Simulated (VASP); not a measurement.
# TiSi2 (C2/m) in VASP: single point with PBE

Aim: the single point of TiSi2 with PBE.

Everything below comes from runs of VASP 6.6.1. Logs are shortened: lines on timing, memory, paths and dates and some standing lists are left out, and cuts for length are marked.

### Step 1. The cell of the first run

It takes space group C2/m (No. 12, monoclinic). The conventional cell has a = 9.367 Å, b = 3.009 Å, c = 6.705 Å, α = 90.00°, β = 109.61°, γ = 90.00°. Ti (site symmetry m) has 8 Si at 2.57 to 2.71 Å and 5 Ti at 3.01 to 3.34 Å within 3.4 Å. Si (site symmetry m) has 10 Si at 2.58 to 3.53 Å and 3 Ti at 2.65 to 2.71 Å within 3.6 Å. Within 3.6 Å of Si (site symmetry m) lie 5 Ti at 2.57 to 2.64 Å and 8 Si at 2.71 to 3.53 Å.

### Step 2. Single point, PBE

Contents of INCAR:

```
PREC = Accurate
ENCUT = 520
EDIFF = 1E-7
ISMEAR = 0
SIGMA = 0.1
LREAL = False
LASPH = True
NELM = 80
ALGO = Normal
ISIF = 2
LWAVE = False
LCHARG = False
GGA = PE
NBANDS = 29
```

Contents of KPOINTS:

```
Automatic mesh
0
Gamma
  14 14 6
```

Contents of POSCAR:

```
TiSi2
1.0
    4.6834082467     -1.5043060176     -0.0184523275
    4.6834082467      1.5043060176     -0.0184523275
   -2.2253088644      0.0000000000      6.3252107213
Ti Si
2 4
Direct
    0.3175832466      0.3175832466      0.3481883307
    0.6824167534      0.6824167534      0.6518116693
    0.6443572661      0.6443572661      0.0354371388
    0.3556427339      0.3556427339      0.9645628612
    0.0373701194      0.0373701194      0.3215643830
    0.9626298806      0.9626298806      0.6784356170
```

Potentials or basis: VASP PAW PBE potentials, release 64 (Ti_sv, Si).

Command:

```sh
cat potpaw_PBE.64/Ti_sv/POTCAR potpaw_PBE.64/Si/POTCAR > POTCAR
mpirun -np 1 vasp_std > vasp.out
```

OUTCAR:

```text
PREC = Accurate
   ENCUT = 520
   EDIFF = 1E-7
   ISMEAR = 0
   LREAL = False
   LASPH = True
   NELM = 80
   ISIF = 2
   GGA = PE

 ion  position               nearest neighbor table
   1  0.318  0.318  0.348-   5 2.57   5 2.60   5 2.60   6 2.64   6 2.64   3 2.65   3 2.65   4 2.71

   2  0.682  0.682  0.652-   6 2.57   6 2.60   6 2.60   5 2.64   5 2.64   4 2.65   4 2.65   3 2.71

   3  0.644  0.644  0.035-   4 2.58   1 2.65   1 2.65   4 2.65   4 2.65   2 2.71   6 2.86   6 2.86
                             5 2.87   5 2.87
   4  0.356  0.356  0.965-   3 2.58   2 2.65   2 2.65   3 2.65   3 2.65   1 2.71   5 2.86   5 2.86
                             6 2.87   6 2.87
   5  0.037  0.037  0.322-   1 2.57   1 2.60   1 2.60   2 2.64   2 2.64   6 2.71   4 2.86   4 2.86
                             3 2.87   3 2.87
   6  0.963  0.963  0.678-   2 2.57   2 2.60   2 2.60   1 2.64   1 2.64   5 2.71   3 2.86   3 2.86
                             4 2.87   4 2.87

  LATTYP: Found a base centered monoclinic cell.
 ALAT       =     9.3668891941
 B/A-ratio  =     0.3211965011
 C/A-ratio  =     0.7158452873
 COS(beta)  =    -0.3355899495

  Lattice vectors:

 A1 = (   4.6834082467,  -1.5043060176,  -0.0184523275)
 A2 = (   4.6834082467,   1.5043060176,  -0.0184523275)
 A3 = (  -2.2253088644,   0.0000000000,   6.3252107213)

Analysis of symmetry for initial positions (statically):
=====================================================================
 Subroutine PRICEL returns:
 Original cell was already a primitive cell.

 Routine SETGRP: Setting up the symmetry group for a
 base centered monoclinic supercell.

 Subroutine GETGRP returns: Found  4 space group operations
 (whereof  4 operations were pure point group operations)
 out of a pool of  4 trial point group operations.

The static configuration has the point symmetry C_2h.

Analysis of symmetry for dynamics (positions and initial velocities):
=====================================================================
 Subroutine PRICEL returns:
 Original cell was already a primitive cell.

 Routine SETGRP: Setting up the symmetry group for a
 base centered monoclinic supercell.

 Subroutine GETGRP returns: Found  4 space group operations
 (whereof  4 operations were pure point group operations)
 out of a pool of  4 trial point group operations.

The dynamic configuration has the point symmetry C_2h.

 Subroutine INISYM returns: Found  4 space group operations
 (whereof  4 operations are pure point group operations),
 and found     1 'primitive' translations

----------------------------------------------------------------------------------------

                                     Primitive cell

  volume of cell :      89.0022

  direct lattice vectors                    reciprocal lattice vectors
     4.683408247 -1.504306018 -0.018452328     0.106908047 -0.332379180  0.037611937
     4.683408247  1.504306018 -0.018452328     0.106908047  0.332379180  0.037611937
    -2.225308864  0.000000000  6.325210721     0.000623759  0.000000000  0.158316948

  length of vectors
     4.919104582  4.919104582  6.705243486     0.351169343  0.351169343  0.158318177

  position of ions in fractional coordinates (direct lattice)
     0.317583247  0.317583247  0.348188331
     0.682416753  0.682416753  0.651811669
     0.644357266  0.644357266  0.035437139
     0.355642734  0.355642734  0.964562861
     0.037370119  0.037370119  0.321564383
     0.962629881  0.962629881  0.678435617

  ion indices of the primitive-cell ions
   primitive index   ion index
                 1           1
                 2           2
                 3           3
                 4           4
                 5           5
                 6           6

----------------------------------------------------------------------------------------

 KPOINTS: Automatic mesh

Automatic generation of k-mesh.
 Grid dimensions read from file:
 generate k-points for:   14   14    6

 Generating k-lattice:

  Cartesian coordinates                     Fractional coordinates (reciprocal lattice)
     0.007636289 -0.023741370  0.002686567     0.071428571 -0.000000000  0.000000000
     0.007636289  0.023741370  0.002686567    -0.000000000  0.071428571  0.000000000
     0.000103960  0.000000000  0.026386158     0.000000000  0.000000000  0.166666667

  Length of vectors
     0.025083524  0.025083524  0.026386363

  Shift w.r.t. Gamma in fractional coordinates (k-lattice)
     0.000000000  0.000000000  0.000000000

 Subroutine IBZKPT returns following result:
 ===========================================

 Found    324 irreducible k-points:

 Following reciprocal coordinates:
            Coordinates               Weight
  0.000000  0.000000  0.000000      1.000000
  0.071429 -0.000000  0.000000      4.000000
  0.142857  0.000000  0.000000      4.000000
  0.214286  0.000000 -0.000000      4.000000
  0.285714 -0.000000  0.000000      4.000000
  0.357143 -0.000000 -0.000000      4.000000
[... 16 lines left out ...]
  0.214286  0.142857  0.000000      4.000000
  0.285714  0.142857 -0.000000      4.000000
 [... further k-points ...]
   k-points           NKPTS =    324   k-points in BZ     NKDIM =    324   number of bands    NBANDS=     29
   number of dos      NEDOS =    301   number of ions     NIONS =      6
   total plane-waves  NPLWV =  80000
   dimension x,y,z NGX =    40 NGY =   40 NGZ =   50
   dimension x,y,z NGXF=    80 NGYF=   80 NGZF=  100
   ions per type =               2   4
   NGX,Y,Z   is equivalent  to a cutoff of  13.52, 13.52, 12.40 a.u.
   NGXF,Y,Z  is equivalent  to a cutoff of  27.04, 27.04, 24.79 a.u.
 SYSTEM =  unknown system
   PREC   = accura    normal or accurate (medium, high low for compatibility)
   ISTART =      0    job   : 0-new  1-cont  2-samecut
   ICHARG =      2    charge: 1-file 2-atom 10-const
   ISPIN  =      1    spin polarized calculation?
   LNONCOLLINEAR =      F non collinear calculations
   LSORBIT =      F    spin-orbit coupling
   LASPH  =      T    aspherical Exc in radial PAW
   ENCUT  =  520.0 eV  38.22 Ry    6.18 a.u.   9.15  9.15 12.47*2*pi/ulx,y,z
   NELM   =     80;   NELMIN=  2; NELMDL= -5     # of ELM steps
   EDIFF  = 0.1E-06   stopping-criterion for ELM
   LREAL  =      F    real-space projection
   EDIFFG = 0.1E-05   stopping-criterion for IOM
   NSW    =      0    number of steps for IOM
   IBRION =     -1    ionic relax: 0-MD 1-quasi-New 2-CG
   NFREE  =      0    steps in history (QN), initial steepest desc. (CG)
   ISIF   =      2    stress and relaxation
   ISYM   =      2    0-nonsym 1-usesym 2-fastsym
   POTIM  = 0.5000    time-step for ionic-motion
   TEBEG  =    0.0;   TEEND  =   0.0 temperature during run
   PSTRESS=    0.0 pullay stress
   NELECT =      40.0000    total number of electrons
   NUPDOWN=      -1.0000    fix difference up-down
   EMIN   =  10.00;   EMAX   =-10.00  energy-range for DOS
   EFERMI =   0.00;   METHOD = LEGACY
   ISMEAR =     0;   SIGMA  =   0.10  broadening in eV -4-tet -1-fermi 0-gaus
   EFERMI_NEDOS =   21; number of points for ismear=-14 and -15
   IALGO  =     38    algorithm
   IMIX   =      4    mixing-type and parameters
     AMIX     =   0.40;   BMIX     =  1.00
     AMIX_MAG =   1.60;   BMIX_MAG =  1.00
  volume/ion in A,a.u.               =      14.83       100.10
  Fermi-wavevector in a.u.,A,eV,Ry     =   1.253991  2.369700 21.395086  1.572494
  Thomas-Fermi vector in A             =   2.387818
   LORBIT       =      0    0 simple, 1 ext, 2 COOP (PROOUT), +10 PAW based schemes
   GGA     = PE    functional components
   LHFCALC =     F    Hartree Fock is set to
   AEXX    =    0.0000 exact exchange contribution
   IVDW    =     0    specifies the selected vdW correction
   LEPSILON=     F    determine dielectric tensor
   LRPA    =     F    only Hartree local field effects (RPA)
 non-spin polarized calculation
 Gauss-broadening in eV      SIGMA  =   0.10
  energy-cutoff  :      520.00
  volume of cell :       89.00
 maximum number of plane-waves:      2424
 NGX is ok and might be reduce to    40
   NGX = 19   NGY = 19   NGZ = 25

 number of electron      40.0000000 magnetization

 Free energy of the ion-electron system (eV)
  ---------------------------------------------------
  ext. energy  EPLUGINS =         0.00000000
  ---------------------------------------------------
  free energy    TOTEN  =       -39.18508513 eV

  energy without entropy =      -39.17204614  energy(sigma->0) =      -39.17856563

 E-fermi :   9.4893     XC(G=0): -11.4664

 val. band max:        9.4890732583   @ k =  -0.1429   0.0714   0.3333
 cond. band min:       9.4910581102   @ k =  -0.2857   0.4286   0.1667
 fundamental gap:      0.0019848519
 Fermi energy:         9.4892968084

 k-point     1 :       0.0000    0.0000    0.0000
  band No.  band energies     occupation
      1     -46.9046      2.00000
      2     -46.8823      2.00000
      3     -23.2838      2.00000
      4     -23.2396      2.00000
      5     -23.2065      2.00000
      6     -23.1435      2.00000
[... 21 lines left out ...]
     28      14.0029      0.00000
     29      14.1832      0.00000

 k-point     2 :       0.0714   -0.0000    0.0000
  band No.  band energies     occupation
      1     -46.9029      2.00000
      2     -46.8812      2.00000
      3     -23.2809      2.00000
      4     -23.2384      2.00000
      5     -23.2041      2.00000
      6     -23.1447      2.00000
[... 21 lines left out ...]
     28      13.3749      0.00000
     29      13.6642      0.00000

 k-point     3 :       0.1429    0.0000    0.0000
  band No.  band energies     occupation
      1     -46.8982      2.00000
      2     -46.8781      2.00000
      3     -23.2727      2.00000
      4     -23.2351      2.00000
      5     -23.1977      2.00000
      6     -23.1496      2.00000
[... 21 lines left out ...]
     28      13.2763      0.00000
     29      13.5368      0.00000

 k-point     4 :       0.2143    0.0000   -0.0000
  band No.  band energies     occupation
      1     -46.8912      2.00000
      2     -46.8737      2.00000
      3     -23.2612      2.00000
      4     -23.2299      2.00000
      5     -23.1892      2.00000
      6     -23.1663      2.00000
[... 21 lines left out ...]
     28      13.4641      0.00000
     29      13.6723      0.00000

 k-point     5 :       0.2857   -0.0000    0.0000
  band No.  band energies     occupation
      1     -46.8833      2.00000
      2     -46.8691      2.00000
      3     -23.2525      2.00000
      4     -23.2240      2.00000
      5     -23.2090      2.00000
      6     -23.1779      2.00000
[... 21 lines left out ...]
     28      13.5221      0.00000
     29      13.7059      0.00000
[... 510 lines left out ...]
     28      13.3811      0.00000
     29      13.4919      0.00000

 k-point    22 :       0.1429    0.1429    0.0000
  band No.  band energies     occupation
      1     -46.9039      2.00000
      2     -46.8830      2.00000
      3     -23.2856      2.00000
      4     -23.2463      2.00000
      5     -23.1998      2.00000
      6     -23.1432      2.00000
[... 21 lines left out ...]
     28      13.5088      0.00000
     29      13.7309      0.00000

 k-point    23 :       0.2143    0.1429    0.0000
  band No.  band energies     occupation
      1     -46.9019      2.00000
      2     -46.8821      2.00000
      3     -23.2834      2.00000
      4     -23.2471      2.00000
      5     -23.1955      2.00000
      6     -23.1442      2.00000
[... 21 lines left out ...]
     28      13.2187      0.00000
     29      13.6166      0.00000

 k-point    24 :       0.2857    0.1429   -0.0000
  band No.  band energies     occupation
      1     -46.8969      2.00000
      2     -46.8793      2.00000
      3     -23.2756      2.00000
      4     -23.2443      2.00000
      5     -23.1884      2.00000
      6     -23.1493      2.00000
[... 21 lines left out ...]
     28      13.4229      0.00000
     29      13.7110      0.00000

 [... further k-points ...]

------------------------ aborting loop because EDIFF is reached ----------------------------------------

  FORCE on cell =-STRESS in cart. coord.  units (eV):
  Direction    XX          YY          ZZ          XY          YZ          ZX
  --------------------------------------------------------------------------------------
  -------------------------------------------------------------------------------------
  Total       -0.0231375     -0.0316922     -0.0312387      0.0000000      0.0000000     -0.0106134
  in kB       -0.4165110     -0.5705083     -0.5623444      0.0000000      0.0000000     -0.1910576
  external PRESSURE =      -0.5164546 kB  Pullay stress =       0.0000000 kB

 VOLUME and BASIS-vectors are now :
 -----------------------------------------------------------------------------
  energy-cutoff  :      520.00
  volume of cell :       89.00
      direct lattice vectors                 reciprocal lattice vectors
     4.683408247 -1.504306018 -0.018452328     0.106908047 -0.332379180  0.037611937
     4.683408247  1.504306018 -0.018452328     0.106908047  0.332379180  0.037611937
    -2.225308864  0.000000000  6.325210721     0.000623759  0.000000000  0.158316948

 POSITION                                       TOTAL-FORCE (eV/Angst)
 -----------------------------------------------------------------------------------
      2.19992      0.00000      2.19064         0.004087      0.000000     -0.006186
      4.94159      0.00000      4.09766        -0.004087      0.000000      0.006186
      5.95672      0.00000      0.20037        -0.007321      0.000000     -0.001154
      1.18479      0.00000      6.08794         0.007321      0.000000      0.001154
     -0.36554      0.00000      2.03258         0.002262      0.000000      0.000926
      7.50705      0.00000      4.25572        -0.002262      0.000000     -0.000926
 -----------------------------------------------------------------------------------
    total drift:                               -0.000000     -0.000000      0.000000

  FREE ENERGIE OF THE ION-ELECTRON SYSTEM (eV)
  ---------------------------------------------------
  free  energy   TOTEN  =       -39.1850851282 eV

  energy  without entropy=      -39.1720461370  energy(sigma->0) =      -39.17856563
```

Wall time 15 min (1 thread of Intel Xeon 6975P-C (Granite Rapids), shared host); peak memory 0.76 GiB.

What came out:

| Item | Value |
| --- | --- |
| Free energy | -39.1851 eV |
| Pressure | -0.1 GPa |
| Largest force | 0.007 eV/Å |
| Band gap on the k mesh | zero (bands 20 and 21 overlap by 1.88 eV) |

Forces on the atoms (eV/Å):
```
Ti   0.004  0.000 -0.006
Ti  -0.004  0.000  0.006
Si  -0.007  0.000 -0.001
Si   0.007  0.000  0.001
Si   0.002  0.000  0.001
Si  -0.002  0.000 -0.001
```
